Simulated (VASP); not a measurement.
Runs of VASP 6.6.1 on AlN. The structure is that of space group F-43m (No. 216), or close to it. The cells are those of the table. 

```tsv
cell	k mesh	smearing	gap on the mesh (eV)	pressure (GPa)
a = 3.090 Å, angles 60.0°, 2 atoms	10 × 10 × 10	fermi-dirac 0.02 eV	3.32	4.3
a = 3.089, b = 3.089, c = 2.966 Å, angles 61.3, 61.3, 57.4°, 2 atoms	6 × 6 × 6	gaussian 0.01 eV	3.10	13.9
a = 3.090, b = 3.090, c = 3.028 Å, angles 60.7, 60.7, 58.7°, 2 atoms	6 × 6 × 6	gaussian 0.01 eV	(b)	8.7
a = 3.090, b = 3.090, c = 3.059 Å, angles 60.3, 60.3, 59.3°, 2 atoms	6 × 6 × 6	gaussian 0.01 eV	3.26	6.4
a = 3.090, b = 3.090, c = 2.997 Å, angles 61.0, 61.0, 58.0°, 2 atoms	6 × 6 × 6	gaussian 0.01 eV	3.15	(a)
```

Alike in all rows: task single point; level PBE; potentials or basis VASP PAW PBE potentials, release 64 (Al, N); no spin polarisation; cutoff (eV) 520.

**Question.** Fill in the values left out.

**Answer.** (a) 11.2; (b) 3.21.

Caveats: some runs use coarse meshes.

A k mesh can miss the band edges.
